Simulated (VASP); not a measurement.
# TiCo2 (Fd-3m) in VASP: notebook, part 2 of 2

VASP 6.6.1.

## 3. Single point, PBEsol, collinear spin, ferrimagnetic start

Contents of INCAR:

```
SYSTEM = TiCo2
PREC = Accurate ; ENCUT = 520
EDIFF = 1E-7 ; ISMEAR = 0
SIGMA = 0.1 ; LREAL = .FALSE.
LASPH = .TRUE. ; NELM = 150
ALGO = Normal ; ISIF = 2
LWAVE = .FALSE. ; LCHARG = .TRUE.
ISPIN = 2 ; MAGMOM = -0.31 -0.31 0.82 0.82 0.82 0.82
LORBIT = 11 ; LMAXMIX = 4
GGA = PS ; LELF = .TRUE.
LVHAR = .TRUE. ; NBANDS = 43
```

Contents of KPOINTS:

```
Automatic mesh
0
G
  8 8 8
  0 0 0
```

Contents of POSCAR:

```
TiCo2
1.0
    0.0000000000      3.3520000000      3.3520000000
    3.3520000000      0.0000000000      3.3520000000
    3.3520000000      3.3520000000      0.0000000000
Ti Co
2 4
Direct
    0.5000000000      0.5000000000      0.5000000000
    0.7500000000      0.7500000000      0.7500000000
    0.1250000000      0.1250000000      0.1250000000
    0.6250000000      0.1250000000      0.1250000000
    0.1250000000      0.1250000000      0.6250000000
    0.1250000000      0.6250000000      0.1250000000
```

Potentials or basis: VASP PAW PBE potentials, release 64 (Ti_sv, Co).

Started as:

```bash
> cat potpaw_PBE.64/Ti_sv/POTCAR potpaw_PBE.64/Co/POTCAR > POTCAR
> mpirun -np 1 vasp_std > vasp.out
```

OUTCAR:

```text
SYSTEM = TiCo2
   PREC = Accurate
   ENCUT = 520
   EDIFF = 1E-7
   ISMEAR = 0
   LREAL = .FALSE.
   LASPH = .TRUE.
   NELM = 150
   ISIF = 2
   ISPIN = 2
   LORBIT = 11
   GGA = PS

 ion  position               nearest neighbor table
   1  0.500  0.500  0.500-   3 2.78   5 2.78   6 2.78   3 2.78   4 2.78   5 2.78   3 2.78   4 2.78
                             6 2.78   4 2.78   5 2.78   6 2.78   2 2.90   2 2.90   2 2.90   2 2.90
   2  0.750  0.750  0.750-   4 2.78   5 2.78   6 2.78   3 2.78   4 2.78   6 2.78   3 2.78   4 2.78
                             5 2.78   3 2.78   5 2.78   6 2.78   1 2.90   1 2.90   1 2.90   1 2.90
   3  0.125  0.125  0.125-   4 2.37   5 2.37   6 2.37   5 2.37   6 2.37   4 2.37   1 2.78   2 2.78
                             1 2.78   2 2.78   1 2.78   2 2.78
   4  0.625  0.125  0.125-   3 2.37   5 2.37   6 2.37   3 2.37   5 2.37   6 2.37   2 2.78   1 2.78
                             1 2.78   2 2.78   2 2.78   1 2.78
   5  0.125  0.125  0.625-   3 2.37   3 2.37   4 2.37   6 2.37   6 2.37   4 2.37   1 2.78   2 2.78
                             1 2.78   2 2.78   1 2.78   2 2.78
   6  0.125  0.625  0.125-   3 2.37   5 2.37   3 2.37   4 2.37   5 2.37   4 2.37   2 2.78   1 2.78
                             2 2.78   2 2.78   1 2.78   1 2.78

  LATTYP: Found a face centered cubic cell.
 ALAT       =     6.7040000000

  Lattice vectors:

 A1 = (   0.0000000000,   3.3520000000,   3.3520000000)
 A2 = (   3.3520000000,   0.0000000000,   3.3520000000)
 A3 = (   3.3520000000,   3.3520000000,   0.0000000000)

Analysis of symmetry for initial positions (statically):
=====================================================================
 Subroutine PRICEL returns:
 Original cell was already a primitive cell.

 Routine SETGRP: Setting up the symmetry group for a
 face centered cubic supercell.

 Subroutine GETGRP returns: Found 48 space group operations
 (whereof 24 operations were pure point group operations)
 out of a pool of 48 trial point group operations.

The static configuration has the point symmetry T_d .
 The point group associated with its full space group is O_h .

Analysis of symmetry for dynamics (positions and initial velocities):
[... 1269 lines left out ...]
     41      12.7282      0.00000
     42      12.9108      0.00000

 [... further k-points ...]

 spin component 2

 k-point     1 :       0.0000    0.0000    0.0000
  band No.  band energies     occupation
      1     -47.3785      1.00000
      2     -47.2954      1.00000
      3     -23.7675      1.00000
      4     -23.7675      1.00000
      5     -23.7675      1.00000
      6     -23.5819      1.00000
[... 1069 lines left out ...]
     41      12.7120      0.00000
     42      12.8789      0.00000

 [... further k-points ...]

 [bands above 42 left out]

------------------------ aborting loop because EDIFF is reached ----------------------------------------

  FORCE on cell =-STRESS in cart. coord.  units (eV):
  Direction    XX          YY          ZZ          XY          YZ          ZX
  --------------------------------------------------------------------------------------
  -------------------------------------------------------------------------------------
  Total       -5.8329994     -5.8329994     -5.8329994     -0.0000000     -0.0000000      0.0000000
  in kB     -124.0682030   -124.0682030   -124.0682030     -0.0000000     -0.0000000      0.0000000
  external PRESSURE =    -124.0682030 kB  Pullay stress =       0.0000000 kB

 VOLUME and BASIS-vectors are now :
 -----------------------------------------------------------------------------
  energy-cutoff  :      520.00
  volume of cell :       75.33
      direct lattice vectors                 reciprocal lattice vectors
     0.000000000  3.352000000  3.352000000    -0.149164678  0.149164678  0.149164678
     3.352000000  0.000000000  3.352000000     0.149164678 -0.149164678  0.149164678
     3.352000000  3.352000000  0.000000000     0.149164678  0.149164678 -0.149164678

 POSITION                                       TOTAL-FORCE (eV/Angst)
 -----------------------------------------------------------------------------------
      3.35200      3.35200      3.35200        -0.000000     -0.000000     -0.000000
      5.02800      5.02800      5.02800         0.000000      0.000000      0.000000
      0.83800      0.83800      0.83800        -0.000000     -0.000000     -0.000000
      0.83800      2.51400      2.51400        -0.000000     -0.000000     -0.000000
      2.51400      2.51400      0.83800        -0.000000     -0.000000     -0.000000
      2.51400      0.83800      2.51400        -0.000000     -0.000000     -0.000000
 -----------------------------------------------------------------------------------
    total drift:                                0.000000      0.000000      0.000000

  FREE ENERGIE OF THE ION-ELECTRON SYSTEM (eV)
  ---------------------------------------------------
  free  energy   TOTEN  =       -49.5134892881 eV

  energy  without entropy=      -49.4688278924  energy(sigma->0) =      -49.49115859

 total charge

# of ion       s       p       d       tot
------------------------------------------
    1        2.220   6.144   1.811  10.175
    2        2.220   6.144   1.811  10.175
    3        0.533   0.554   7.293   8.381
    4        0.533   0.554   7.293   8.381
    5        0.533   0.554   7.293   8.381
    6        0.533   0.554   7.293   8.381
--------------------------------------------------
tot          6.572  14.505  32.795  53.873

 magnetization (x)

# of ion       s       p       d       tot
------------------------------------------
    1       -0.003  -0.017  -0.239  -0.259
    2       -0.003  -0.017  -0.239  -0.259
    3        0.000  -0.007   0.660   0.654
    4        0.000  -0.007   0.660   0.654
    5        0.000  -0.007   0.660   0.654
    6        0.000  -0.007   0.660   0.654
--------------------------------------------------
tot         -0.004  -0.062   2.164   2.098
```

OSZICAR:

```text
N       E                     dE             d eps       ncg     rms          rms(c)
DAV:   1     0.593879543506E+03    0.59388E+03   -0.26711E+04  4988   0.183E+03
DAV:   2     0.111519513591E+02   -0.58273E+03   -0.56058E+03  4988   0.458E+02
DAV:   3    -0.526108036672E+02   -0.63763E+02   -0.59883E+02  6826   0.160E+02
[... 41 lines left out ...]
DAV:  45    -0.495134835503E+02   -0.54261E-05   -0.14752E-05  6280   0.349E-02    0.992E-03
DAV:  46    -0.495134872242E+02   -0.36740E-05   -0.15555E-05  6347   0.324E-02    0.663E-03
DAV:  47    -0.495134885673E+02   -0.13431E-05   -0.40751E-06  6655   0.153E-02    0.561E-03
DAV:  48    -0.495134891303E+02   -0.56302E-06   -0.95530E-07  5195   0.856E-03    0.459E-03
DAV:  49    -0.495134892757E+02   -0.14536E-06   -0.14923E-07  3225   0.284E-03    0.434E-03
DAV:  50    -0.495134892881E+02   -0.12423E-07   -0.31602E-08  2494   0.134E-03
   1 F= -.49513489E+02 E0= -.49491159E+02  d E =-.446614E-01  mag=     1.9205
```

It took 11 min on 1 thread of Intel Xeon Platinum 8259CL at 2.50GHz (Skylake/Cascade Lake), shared host; peak memory 0.33 GiB.

Results:

| Item | Value |
| --- | --- |
| Free energy | -49.5135 eV |
| Pressure | -12.4 GPa |
| Net moment | 1.92 μB per cell |
| Site moments | Ti -0.26; Co +0.65 μB |
| Valence electrons inside the program's atomic spheres | Ti 10.18; Co 8.38 |

Levels at points of the mesh, in eV from the Fermi level:
Spin up:
```tsv
k point	band 29	band 30	band 31	band 32	band 33	band 34
(0.00, 0.00, 0.00)	-0.61	-0.61	-0.61	0.39	0.39	0.39
(0.50, 0.00, 0.00)	-0.77	0.18	0.18	0.39	0.60	0.60
(0.50, 0.50, 0.00)	-0.89	-0.89	-0.17	-0.17	0.82	0.82
```
Spin down:
```csv
k point,band 25,band 26,band 27,band 28,band 29,band 30,band 31,band 32,band 33,band 34
"(0.00, 0.00, 0.00)",-0.53,-0.53,-0.29,-0.29,-0.21,-0.21,-0.21,1.04,1.04,1.04
"(0.50, 0.00, 0.00)",-0.34,-0.34,-0.26,-0.01,-0.01,0.15,0.15,0.49,0.49,0.87
"(0.50, 0.50, 0.00)",-1.44,-1.44,-0.21,-0.21,-0.16,-0.16,0.10,0.10,0.92,0.92
```

Caveat: the cell stands under tension; the PAW data sets were made with another functional, which shifts forces and pressure a little.

## 4. Single point, PBEsol, collinear spin, ferrimagnetic start

Contents of INCAR:

```
SYSTEM = TiCo2
ALGO     = Normal         ! electronic algorithm
EDIFF    = 1E-6           ! SCF threshold, eV
ENCUT    = 520            ! plane-wave cutoff, eV
GGA      = PS             ! functional
ISIF     = 2              ! what is computed and relaxed
ISMEAR   = 0              ! smearing method
ISPIN    = 2              ! spin polarisation
LASPH    = .TRUE.         ! aspherical terms in the spheres
LCHARG   = .TRUE.         ! write CHGCAR
LELF     = .TRUE.         ! ELF
LMAXMIX  = 4              ! l up to which the mixer works
LORBIT   = 11             ! projections on sites
LREAL    = .FALSE.        ! projectors in reciprocal space
LVHAR    = .TRUE.       
LWAVE    = .FALSE.        ! write WAVECAR
MAGMOM   = -0.31 -0.31 0.82 0.82 0.82 0.82 ! initial moments
NBANDS   = 43             ! bands
NELM     = 150            ! most SCF steps
PREC     = Accurate       ! precision mode
SIGMA    = 0.1            ! smearing width, eV
```

Contents of KPOINTS:

```
k-points
0
G
  14 14 14
  0 0 0
```

POSCAR is that of step 3.

Started as:

```bash
> cat potpaw_PBE.64/Ti_sv/POTCAR potpaw_PBE.64/Co/POTCAR > POTCAR
> mpirun -np 1 vasp_std > vasp.out
```

It took 2.4 h on 1 thread of AMD EPYC 9755, shared host; peak memory 0.55 GiB.

The run converged. Its results:

- Free energy: -49.5055 eV
- Pressure: -19.3 GPa
- Net moment: 0.51 μB per cell
- Site moments: Ti -0.06; Co +0.18 μB
- Valence electrons inside the program's atomic spheres: Ti 10.19; Co 8.38

Levels at points of the mesh, in eV from the Fermi level:
Spin up:
```
           k point  band 26  band 27  band 28  band 29  band 30  band 31  band 32  band 33  band 34  band 35
(0.00, 0.00, 0.00)    -0.68    -0.67    -0.67    -0.60    -0.60    -0.60     0.68     0.68     0.68     0.94
(0.50, 0.00, 0.00)    -0.71    -0.65    -0.44    -0.44     0.14     0.14     0.54     0.54     0.68     0.86
(0.50, 0.50, 0.00)    -1.72    -0.61    -0.61    -0.57    -0.57    -0.06    -0.06     0.83     0.83     1.50
```
Spin down:
```csv
k point,band 28,band 29,band 30,band 31,band 32,band 33
"(0.00, 0.00, 0.00)",-0.49,-0.42,-0.42,-0.42,0.86,0.86
"(0.50, 0.00, 0.00)",-0.24,-0.24,0.14,0.14,0.51,0.51
"(0.50, 0.50, 0.00)",-0.44,-0.39,-0.39,0.01,0.01,0.86
```

Caveat: the cell stands under tension; the PAW data sets were made with another functional, which shifts forces and pressure a little.

## 5. Overview

```csv
k mesh,gap on the mesh (eV),pressure (GPa),moment (μB)
4 × 4 × 4,none,-12.0,2.32
8 × 8 × 8,none,-12.4,1.92
14 × 14 × 14,none,-19.3,0.51
```

Alike in all rows: task single point; level PBEsol; potentials or basis VASP PAW PBE potentials, release 64 (Ti_sv, Co); spin collinear, ferrimagnetic start; cell as given; cutoff (eV) 520; smearing gaussian 0.1 eV.

Caveats: some runs use coarse meshes; the PAW data sets were made with another functional, which shifts forces and pressure a little; the cell stands under tension (at least some runs).

Absolute energies hang on the potentials; compare differences alone.
